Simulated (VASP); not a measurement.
# La2O3: single point with r2SCAN+D4

The system is La2O3.

```
La O
1.0
     3.92886    0.00000    0.00000
    -1.96443    3.40249    0.00000
     0.00000    0.00000    6.09725
La O
2 3
Direct
  0.66667 0.33333 0.75436
  0.33333 0.66667 0.24564
  0.66667 0.33333 0.35365
  0.33333 0.66667 0.64635
  0.00000 0.00000 0.00000
```

```json
{"Program": "VASP 6.6.1", "Task": "single point", "Functional": "r2SCAN", "Dispersion": "D4", "Potentials or basis": "VASP PAW PBE potentials, release 64 (La, O)", "Cutoff": "520 eV", "k mesh": "6 × 6 × 4", "Occupations": "gaussian, width 0.01 eV", "Spin": "no spin polarisation"}
```

The pressure is -0.5 GPa and the largest force is 0.032 eV/Å. The band gap on the k mesh is 4.25 eV (least direct gap 4.36 eV) and the dispersion energy per atom is -0.093 eV.

Forces on the atoms (eV/Å):
```
La   0.000  0.000 -0.032
La   0.000  0.000  0.032
O    0.000  0.000 -0.013
O    0.000  0.000  0.013
O    0.000  0.000  0.000
```

Stress tensor (GPa, compression positive):
```
-0.53  0.00  0.00
 0.00 -0.53  0.00
 0.00  0.00 -0.40
```

Levels at points of the mesh, in eV from the valence-band top:
| k point | band 18 | band 19 | band 20 | band 21 | band 22 | band 23 |
| --- | --- | --- | --- | --- | --- | --- |
| (0.00, 0.00, 0.00) | -0.40 | -0.40 | -0.13 | 4.81 | 5.11 | 5.11 |
| (0.50, 0.00, 0.00) | -0.68 | -0.43 | -0.30 | 4.31 | 5.28 | 5.79 |
| (0.00, 0.00, 0.50) | -0.78 | -0.30 | -0.30 | 5.25 | 5.27 | 5.27 |
| (0.50, 0.00, 0.50) | -0.71 | -0.38 | 0.00 | 4.94 | 5.11 | 5.73 |

It took 5.7 min on 1 thread of Intel(R) Xeon(R) Platinum 8488C (Sapphire Rapids), with other jobs on the host, peak memory 0.24 GiB.

Caveat: the PAW data sets were made with another functional, which shifts forces and pressure a little; spin-orbit coupling is left out, which moves the levels of the heavy elements. A k mesh can miss the band edges.
